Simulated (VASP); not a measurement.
# V (Im-3m) in VASP: notebook

V is run at these levels: LDA; tasks: single point.

Program: VASP 6.6.1. These are calculated values, not measurements. Logs are shortened: lines on timing, memory, paths and dates and some standing lists are left out, and cuts for length are marked.

## 1. The cell of the first run

The structure is cubic, space group Im-3m (No. 229). The conventional cell has a = 2.965 Å, b = 2.965 Å, c = 2.965 Å, α = 90.00°, β = 90.00°, γ = 90.00°. Within 3.4 Å of V (site symmetry m-3m) lie 14 V at 2.57 to 2.96 Å.

## 2. Single point, LDA, collinear spin, ferromagnetic start (volume scaled by 1.04)

INCAR

```
  PREC = Accurate
  ENCUT = 520
  EDIFF = 1E-6
  ISMEAR = -1
  SIGMA = 0.05
  LREAL = F
  LASPH = T
  NELM = 150
  ALGO = Normal
  ISIF = 2
  LWAVE = F
  LCHARG = F
  ISPIN = 2
  MAGMOM = 1
  LORBIT = 11
  LMAXMIX = 4
  GGA = CA
  NBANDS = 16
```

KPOINTS

```
regular mesh
0
Gamma
  25 25 25
```

POSCAR

```
V
1.0
   -1.4823695660      1.4823695660      1.4823695660
    1.4823695660     -1.4823695660      1.4823695660
    1.4823695660      1.4823695660     -1.4823695660
V
1
Direct
    0.0000000000      0.0000000000      0.0000000000
```

Potentials or basis: VASP PAW LDA potentials, release 64 (V_sv).

Started as:

```sh
cat potpaw_LDA.64/V_sv/POTCAR > POTCAR
mpirun -np 1 vasp_std > vasp.out
```

OUTCAR:

```text
PREC = Accurate
   ENCUT = 520
   EDIFF = 1E-6
   ISMEAR = -1
   LREAL = F
   LASPH = T
   NELM = 150
   ISIF = 2
   ISPIN = 2
   LORBIT = 11
   GGA = CA

 ion  position               nearest neighbor table
   1  0.000  0.000  0.000-

  LATTYP: Found a body centered cubic cell.
 ALAT       =     2.9647391320

  Lattice vectors:

 A1 = (  -1.4823695660,   1.4823695660,   1.4823695660)
 A2 = (   1.4823695660,  -1.4823695660,   1.4823695660)
 A3 = (   1.4823695660,   1.4823695660,  -1.4823695660)

Analysis of symmetry for initial positions (statically):
=====================================================================
 Subroutine PRICEL returns:
 Original cell was already a primitive cell.

 Routine SETGRP: Setting up the symmetry group for a
 body centered cubic supercell.

 Subroutine GETGRP returns: Found 48 space group operations
 (whereof 48 operations were pure point group operations)
 out of a pool of 48 trial point group operations.

The static configuration has the point symmetry O_h .

Analysis of symmetry for dynamics (positions and initial velocities):
=====================================================================
 Subroutine PRICEL returns:
 Original cell was already a primitive cell.

 Routine SETGRP: Setting up the symmetry group for a
 body centered cubic supercell.

 Subroutine GETGRP returns: Found 48 space group operations
 (whereof 48 operations were pure point group operations)
 out of a pool of 48 trial point group operations.

The dynamic configuration has the point symmetry O_h .

Analysis of structural, dynamic, and magnetic symmetry:
=====================================================================
 Subroutine PRICEL returns:
 Original cell was already a primitive cell.

 Routine SETGRP: Setting up the symmetry group for a
 body centered cubic supercell.

 Subroutine GETGRP returns: Found 48 space group operations
 (whereof 48 operations were pure point group operations)
 out of a pool of 48 trial point group operations.

The overall configuration has the point symmetry O_h .

 Subroutine INISYM returns: Found 48 space group operations
 (whereof 48 operations are pure point group operations),
 and found     1 'primitive' translations

----------------------------------------------------------------------------------------

                                     Primitive cell

  volume of cell :      13.0296

  direct lattice vectors                    reciprocal lattice vectors
    -1.482369566  1.482369566  1.482369566     0.000000000  0.337297804  0.337297804
     1.482369566 -1.482369566  1.482369566     0.337297804  0.000000000  0.337297804
     1.482369566  1.482369566 -1.482369566     0.337297804  0.337297804  0.000000000

  length of vectors
     2.567539404  2.567539404  2.567539404     0.477011130  0.477011130  0.477011130

  position of ions in fractional coordinates (direct lattice)
     0.000000000  0.000000000  0.000000000

  ion indices of the primitive-cell ions
   primitive index   ion index
                 1           1

----------------------------------------------------------------------------------------

 KPOINTS: regular mesh

Automatic generation of k-mesh.
 Grid dimensions read from file:
 generate k-points for:   25   25   25

 Generating k-lattice:

  Cartesian coordinates                     Fractional coordinates (reciprocal lattice)
     0.000000000  0.013491912  0.013491912     0.040000000  0.000000000  0.000000000
     0.013491912  0.000000000  0.013491912     0.000000000  0.040000000  0.000000000
     0.013491912  0.013491912  0.000000000     0.000000000  0.000000000  0.040000000

  Length of vectors
     0.019080445  0.019080445  0.019080445

  Shift w.r.t. Gamma in fractional coordinates (k-lattice)
     0.000000000  0.000000000  0.000000000

 Subroutine IBZKPT returns following result:
 ===========================================

 Found    455 irreducible k-points:

 Following reciprocal coordinates:
            Coordinates               Weight
  0.000000  0.000000  0.000000      1.000000
  0.040000  0.000000  0.000000     12.000000
  0.080000  0.000000  0.000000     12.000000
  0.120000  0.000000  0.000000     12.000000
  0.160000  0.000000  0.000000     12.000000
  0.200000  0.000000  0.000000     12.000000
[... 16 lines left out ...]
  0.400000  0.040000  0.000000     48.000000
  0.440000  0.040000  0.000000     48.000000
 [... further k-points ...]
   k-points           NKPTS =    455   k-points in BZ     NKDIM =    455   number of bands    NBANDS=     16
   number of dos      NEDOS =    301   number of ions     NIONS =      1
   total plane-waves  NPLWV =   8000
   dimension x,y,z NGX =    20 NGY =   20 NGZ =   20
   dimension x,y,z NGXF=    40 NGYF=   40 NGZF=   40
   ions per type =               1
   NGX,Y,Z   is equivalent  to a cutoff of  12.95, 12.95, 12.95 a.u.
   NGXF,Y,Z  is equivalent  to a cutoff of  25.90, 25.90, 25.90 a.u.
 SYSTEM =  unknown system
   PREC   = accura    normal or accurate (medium, high low for compatibility)
   ISTART =      0    job   : 0-new  1-cont  2-samecut
   ICHARG =      2    charge: 1-file 2-atom 10-const
   ISPIN  =      2    spin polarized calculation?
   LNONCOLLINEAR =      F non collinear calculations
   LSORBIT =      F    spin-orbit coupling
   LASPH  =      T    aspherical Exc in radial PAW
   ENCUT  =  520.0 eV  38.22 Ry    6.18 a.u.   4.77  4.77  4.77*2*pi/ulx,y,z
   NELM   =    150;   NELMIN=  2; NELMDL= -5     # of ELM steps
   EDIFF  = 0.1E-05   stopping-criterion for ELM
   LREAL  =      F    real-space projection
   EDIFFG = 0.1E-04   stopping-criterion for IOM
   NSW    =      0    number of steps for IOM
   IBRION =     -1    ionic relax: 0-MD 1-quasi-New 2-CG
   NFREE  =      0    steps in history (QN), initial steepest desc. (CG)
   ISIF   =      2    stress and relaxation
   ISYM   =      2    0-nonsym 1-usesym 2-fastsym
   POTIM  = 0.5000    time-step for ionic-motion
   TEBEG  =    0.0;   TEEND  =   0.0 temperature during run
   PSTRESS=    0.0 pullay stress
   NELECT =      13.0000    total number of electrons
   NUPDOWN=      -1.0000    fix difference up-down
   EMIN   =  10.00;   EMAX   =-10.00  energy-range for DOS
   EFERMI =   0.00;   METHOD = LEGACY
   ISMEAR =    -1;   SIGMA  =   0.05  broadening in eV -4-tet -1-fermi 0-gaus
[... 43 lines left out ...]
  band No.  band energies     occupation
      1     -53.0196      1.00000
      2     -26.6643      1.00000
      3     -26.6643      1.00000
      4     -26.6643      1.00000
      5       3.3219      1.00000
      6      10.2979      0.00041
[... 8 lines left out ...]
     15      38.1114      0.00000
     16      42.4841      0.00000

 k-point     2 :       0.0400    0.0000    0.0000
  band No.  band energies     occupation
      1     -53.0159      1.00000
      2     -26.6812      1.00000
      3     -26.6694      1.00000
      4     -26.6644      1.00000
      5       3.3892      1.00000
      6      10.2685      0.00073
[... 8 lines left out ...]
     15      38.2280      0.00000
     16      41.4951      0.00000

 k-point     3 :       0.0800    0.0000    0.0000
  band No.  band energies     occupation
      1     -53.0051      1.00000
      2     -26.7310      1.00000
      3     -26.6844      1.00000
      4     -26.6648      1.00000
      5       3.5879      1.00000
      6      10.1833      0.00400
[... 8 lines left out ...]
     15      38.4992      0.00000
     16      40.2011      0.00000

 k-point     4 :       0.1200    0.0000    0.0000
  band No.  band energies     occupation
      1     -52.9879      1.00000
      2     -26.8098      1.00000
      3     -26.7084      1.00000
      4     -26.6654      1.00000
      5       3.9087      1.00000
      6      10.0501      0.05454
[... 8 lines left out ...]
     15      38.5065      0.00000
     16      38.8767      0.00000
[... 324 lines left out ...]
 k-point    22 :       0.3600    0.0400   -0.0000
  band No.  band energies     occupation
      1     -52.8134      1.00000
      2     -27.5570      1.00000
      3     -26.9444      1.00000
      4     -26.6784      1.00000
      5       6.6094      1.00000
      6       8.8852      1.00000
[... 8 lines left out ...]
     15      37.2829      0.00000
     16      39.8673      0.00000

 k-point    23 :       0.4000    0.0400    0.0000
  band No.  band energies     occupation
      1     -52.7957      1.00000
      2     -27.6286      1.00000
      3     -26.9682      1.00000
      4     -26.6792      1.00000
      5       6.6571      1.00000
      6       8.7806      1.00000
[... 8 lines left out ...]
     15      37.4139      0.00000
     16      39.6528      0.00000

 k-point    24 :       0.4400    0.0400    0.0000
  band No.  band energies     occupation
      1     -52.7846      1.00000
      2     -27.6732      1.00000
      3     -26.9830      1.00000
      4     -26.6796      1.00000
      5       6.6594      1.00000
      6       8.7161      1.00000
[... 8 lines left out ...]
     15      37.5550      0.00000
     16      39.3890      0.00000

 [... further k-points ...]

 spin component 2

 k-point     1 :       0.0000    0.0000    0.0000
  band No.  band energies     occupation
      1     -53.0189      1.00000
      2     -26.6636      1.00000
      3     -26.6636      1.00000
      4     -26.6636      1.00000
      5       3.3223      1.00000
      6      10.2985      0.00040
[... 8 lines left out ...]
     15      38.1118      0.00000
     16      42.4846      0.00000

 k-point     2 :       0.0400    0.0000    0.0000
  band No.  band energies     occupation
      1     -53.0153      1.00000
      2     -26.6806      1.00000
      3     -26.6688      1.00000
      4     -26.6638      1.00000
      5       3.3896      1.00000
      6      10.2691      0.00072
[... 8 lines left out ...]
     15      38.2285      0.00000
     16      41.4938      0.00000

 k-point     3 :       0.0800    0.0000    0.0000
  band No.  band energies     occupation
      1     -53.0045      1.00000
      2     -26.7303      1.00000
      3     -26.6838      1.00000
      4     -26.6641      1.00000
      5       3.5884      1.00000
      6      10.1840      0.00395
[... 8 lines left out ...]
     15      38.4996      0.00000
     16      40.2016      0.00000

 k-point     4 :       0.1200    0.0000    0.0000
  band No.  band energies     occupation
      1     -52.9872      1.00000
      2     -26.8092      1.00000
      3     -26.7077      1.00000
      4     -26.6648      1.00000
      5       3.9091      1.00000
      6      10.0507      0.05390
[... 8 lines left out ...]
     15      38.5069      0.00000
     16      38.8772      0.00000
[... 324 lines left out ...]
 k-point    22 :       0.3600    0.0400   -0.0000
  band No.  band energies     occupation
      1     -52.8127      1.00000
      2     -27.5564      1.00000
      3     -26.9438      1.00000
      4     -26.6778      1.00000
      5       6.6099      1.00000
      6       8.8858      1.00000
[... 8 lines left out ...]
     15      37.2834      0.00000
     16      39.8678      0.00000

 k-point    23 :       0.4000    0.0400    0.0000
  band No.  band energies     occupation
      1     -52.7950      1.00000
      2     -27.6279      1.00000
      3     -26.9676      1.00000
      4     -26.6785      1.00000
      5       6.6576      1.00000
      6       8.7812      1.00000
[... 8 lines left out ...]
     15      37.4143      0.00000
     16      39.6532      0.00000

 k-point    24 :       0.4400    0.0400    0.0000
  band No.  band energies     occupation
      1     -52.7840      1.00000
      2     -27.6725      1.00000
      3     -26.9824      1.00000
      4     -26.6790      1.00000
      5       6.6599      1.00000
      6       8.7167      1.00000
[... 8 lines left out ...]
     15      37.5555      0.00000
     16      39.3894      0.00000

 [... further k-points ...]

------------------------ aborting loop because EDIFF is reached ----------------------------------------

  FORCE on cell =-STRESS in cart. coord.  units (eV):
  Direction    XX          YY          ZZ          XY          YZ          ZX
  --------------------------------------------------------------------------------------
  -------------------------------------------------------------------------------------
  Total       -0.5858876     -0.5858876     -0.5858876      0.0000000      0.0000000     -0.0000000
  in kB      -72.0436091    -72.0436091    -72.0436091      0.0000000      0.0000000     -0.0000000
  external PRESSURE =     -72.0436091 kB  Pullay stress =       0.0000000 kB

 VOLUME and BASIS-vectors are now :
 -----------------------------------------------------------------------------
  energy-cutoff  :      520.00
  volume of cell :       13.03
      direct lattice vectors                 reciprocal lattice vectors
    -1.482369566  1.482369566  1.482369566     0.000000000  0.337297804  0.337297804
     1.482369566 -1.482369566  1.482369566     0.337297804  0.000000000  0.337297804
     1.482369566  1.482369566 -1.482369566     0.337297804  0.337297804  0.000000000

 POSITION                                       TOTAL-FORCE (eV/Angst)
 -----------------------------------------------------------------------------------
      0.00000      0.00000      0.00000        -0.000000      0.000000     -0.000000
 -----------------------------------------------------------------------------------
    total drift:                                0.000000     -0.000000      0.000000

  FREE ENERGIE OF THE ION-ELECTRON SYSTEM (eV)
  ---------------------------------------------------
  free  energy   TOTEN  =        -9.9458085659 eV

  energy  without entropy=       -9.9317189085  energy(sigma->0) =       -9.93876374

 total charge

# of ion       s       p       d       tot
------------------------------------------
    1        2.354   6.227   3.154  11.736

 magnetization (x)

# of ion       s       p       d       tot
------------------------------------------
    1        0.000   0.000   0.000   0.000
```

It took 70 s on 1 thread of Intel Xeon 6975P-C (Granite Rapids), shared host; peak memory 0.24 GiB.

Results:

```
Free energy                                           : -9.9458 eV
Pressure                                              : -7.2 GPa
Net moment                                            : 0.00 μB per cell
Valence electrons inside the program's atomic spheres : V 11.74
```

Caveat: the cell differs from its parent crystal (volume scaled by 1.04).

## 3. Single point, LDA, non-collinear spin, typed start, spin-orbit coupling

This run uses another cell than the first one, of 12.53 Å³/atom, 0.962 times its volume.

INCAR

```
PREC = Accurate
ENCUT = 520
EDIFF = 1E-6
ISMEAR = -1
SIGMA = 0.05
LREAL = F
LASPH = T
NELM = 150
ALGO = Normal
ISIF = 2
LWAVE = F
LCHARG = F
MAGMOM = 0 0 1
LORBIT = 11
LSORBIT = T
GGA_COMPAT = F
LORBMOM = T
LMAXMIX = 4
GGA = CA
NBANDS = 24
```

KPOINTS

```
regular mesh
0
Gamma
  15 15 15
```

POSCAR

```
V
1.0
   -1.4631158339      1.4631158339      1.4631158339
    1.4631158339     -1.4631158339      1.4631158339
    1.4631158339      1.4631158339     -1.4631158339
V
1
Direct
    0.0000000000      0.0000000000      0.0000000000
```

Potentials or basis: VASP PAW LDA potentials, release 64 (V_sv).

Started as:

```sh
cat potpaw_LDA.64/V_sv/POTCAR > POTCAR
mpirun -np 1 vasp_ncl > vasp.out
```

It took 2.1 min on 1 thread of Intel Xeon 6975P-C (Granite Rapids), shared host; peak memory 0.3 GiB.

The run converged. Its results:

* Free energy: -9.9674 eV
* Pressure: 0.6 GPa
* Net moment: 0.00 μB per cell
* Valence electrons inside the program's atomic spheres: V 11.81

Moments on the atoms (μB; x, y, z):
```
V   0.00 0.00 0.00
```

## 4. Single point, LDA, collinear spin, ferromagnetic start (volume scaled by 1.08)

INCAR

```
SYSTEM = V
ALGO = Normal
EDIFF = 1E-6
ENCUT = 520
ISIF = 2
ISMEAR = -1
ISPIN = 2
LASPH = .True.
LCHARG = .False.
LMAXMIX = 4
LORBIT = 11
LREAL = .False.
LWAVE = .False.
MAGMOM = 1
NBANDS = 16
NELM = 150
PREC = Accurate
SIGMA = 0.05
```

KPOINTS

```
k-points
0
Gamma
  25 25 25
  0 0 0
```

POSCAR

```
V
1.0
   -1.5011357299      1.5011357299      1.5011357299
    1.5011357299     -1.5011357299      1.5011357299
    1.5011357299      1.5011357299     -1.5011357299
V
1
Direct
    0.0000000000      0.0000000000      0.0000000000
```

Started as:

```sh
cat potpaw_LDA.64/V_sv/POTCAR > POTCAR
mpirun -np 1 vasp_std > vasp.out
```

Wall time 72 s (1 thread of Intel Xeon 6975P-C (Granite Rapids), shared host); peak memory 0.23 GiB.

The run converged. Its results:

| Property | Result |
| --- | --- |
| Free energy | -9.9133 eV |
| Pressure | -13.6 GPa |
| Net moment | 0.00 μB per cell |
| Valence electrons inside the program's atomic spheres | V 11.67 |

Levels at points of the mesh, in eV from the Fermi level:
Spin up:
```csv
k point,band 5,band 6,band 7,band 8,band 9,band 10
"(0.00, 0.00, 0.00)",-6.51,0.38,0.38,0.38,2.37,2.37
```
Spin down:
| k point | band 3 | band 4 | band 5 | band 6 | band 7 | band 8 | band 9 | band 10 | band 11 | band 12 |
| --- | --- | --- | --- | --- | --- | --- | --- | --- | --- | --- |
| (0.00, 0.00, 0.00) | -36.68 | -36.68 | -6.51 | 0.38 | 0.38 | 0.38 | 2.37 | 2.37 | 20.51 | 20.51 |

Caveat: the cell differs from its parent crystal (volume scaled by 1.08).

## 5. Single point, LDA, collinear spin, ferromagnetic start (volume scaled by 1.12)

INCAR

```
PREC = Accurate ; ENCUT = 520
EDIFF = 1E-6 ; ISMEAR = -1
SIGMA = 0.05 ; LREAL = F
LASPH = T ; NELM = 150
ALGO = Normal ; ISIF = 2
LWAVE = F ; LCHARG = T
ISPIN = 2 ; MAGMOM = 1
LORBIT = 11 ; LMAXMIX = 4
LELF = T ; LVHAR = T
NBANDS = 16
```

KPOINTS

```
Automatic mesh
0
Gamma
  25 25 25
```

POSCAR

```
V
1.0
   -1.5194440676      1.5194440676      1.5194440676
    1.5194440676     -1.5194440676      1.5194440676
    1.5194440676      1.5194440676     -1.5194440676
V
1
Direct
    0.0000000000      0.0000000000      0.0000000000
```

Started as:

```sh
cat potpaw_LDA.64/V_sv/POTCAR > POTCAR
mpirun -np 1 vasp_std > vasp.out
```

Run time: 74 s. Hardware: 1 thread of Intel Xeon 6975P-C (Granite Rapids), shared host; peak memory 0.24 GiB.

It converged, with:

- Free energy: -9.8626 eV
- Pressure: -18.8 GPa
- Net moment: 0.00 μB per cell
- Valence electrons inside the program's atomic spheres: V 11.61

Levels at points of the mesh, in eV from the Fermi level:
Spin up:
| k point | band 4 | band 5 | band 6 | band 7 | band 8 | band 9 | band 10 | band 11 |
| --- | --- | --- | --- | --- | --- | --- | --- | --- |
| (0.00, 0.00, 0.00) | -36.78 | -6.43 | 0.38 | 0.38 | 0.38 | 2.27 | 2.27 | 20.23 |
Spin down:
```csv
k point,band 5,band 6,band 7,band 8,band 9,band 10
"(0.00, 0.00, 0.00)",-6.43,0.38,0.38,0.38,2.27,2.27
```

Caveat: the cell differs from its parent crystal (volume scaled by 1.12).

## 6. Summary

```csv
spin,cell,k mesh,gap on the mesh (eV),pressure (GPa),moment (μB)
"collinear, ferromagnetic start","a = 2.568 Å, angles 109.5°, 1 atom",25 × 25 × 25,none,-7.2,0.00
"non-collinear, typed start, SOC","a = 2.534 Å, angles 109.5°, 1 atom",15 × 15 × 15,-,0.6,0.00
"collinear, ferromagnetic start","a = 2.600 Å, angles 109.5°, 1 atom",25 × 25 × 25,none,-13.6,0.00
"collinear, ferromagnetic start","a = 2.632 Å, angles 109.5°, 1 atom",25 × 25 × 25,none,-18.8,0.00
```

Alike in all rows: task single point; level LDA; potentials or basis VASP PAW LDA potentials, release 64 (V_sv); cutoff (eV) 520; smearing fermi-dirac 0.05 eV.

Absolute energies hang on the potentials; compare differences alone.
